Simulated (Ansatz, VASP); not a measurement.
## NaCl in VASP and in Ansatz

File INCAR:

```
SYSTEM = NaCl
PREC = Accurate
ENCUT = 520
EDIFF = 1E-7
ISMEAR = 0
SIGMA = 0.02
LREAL = .FALSE.
LASPH = .TRUE.
NELM = 100
ALGO = Normal
ISIF = 2
LWAVE = .FALSE.
LCHARG = .FALSE.
GGA = PE
NBANDS = 14
```

The input KPOINTS:

```
regular mesh
0
G
  8 8 8
  0 0 0
```

POSCAR

```
NaCl
1.0
    0.0000000000      2.8448326850      2.8448326850
    2.8448326850      0.0000000000      2.8448326850
    2.8448326850      2.8448326850      0.0000000000
Na Cl
1 1
Direct
    0.0000000000      0.0000000000      0.0000000000
    0.5000000000      0.5000000000      0.5000000000
```

Input for Ansatz:

```yaml
crystal:
  lattice:
    - [0.0, 2.844832685, 2.844832685]
    - [2.844832685, 0.0, 2.844832685]
    - [2.844832685, 2.844832685, 0.0]
  atoms:
    - { symbol: Na, position: [0.0, 0.0, 0.0] }
    - { symbol: Cl, position: [0.5, 0.5, 0.5] }
basis:
  ecutwfc: 420
kpoints:
  mp_grid: { grid: [8, 8, 8] }
hamiltonian:
  xc: pbe
scf:
  occupations: { method: gaussian, width: 0.02 }
output:
  forces: true
  stress: true
  eigenvalues: true
```

Alike in both runs: task single point; functional PBE; k mesh 8 × 8 × 8; occupations gaussian, width 0.02 eV; no spin polarisation.

```csv
,VASP,Ansatz
version,VASP 6.6.1,Ansatz 0.2.0
potentials or method,"VASP PAW PBE potentials, release 64 (Na_pv, Cl), cutoff 520 eV","scalar-relativistic, plane waves, PAW"
valence electrons in the cell,14,16
```

```csv
,VASP,Ansatz,Ansatz less VASP
gap on the k mesh at the Fermi level (eV),5.01,5.01,0.000
least direct gap on the mesh (eV),5.01,5.01,0.000
pressure (GPa),0.0,0.1,+0.03
```

The functional is the same, so the differences come from potentials, cutoffs and numerics. VASP's potentials hold 14 valence electrons a cell and Ansatz's 16, so a difference there can come from the potentials and not from the codes.
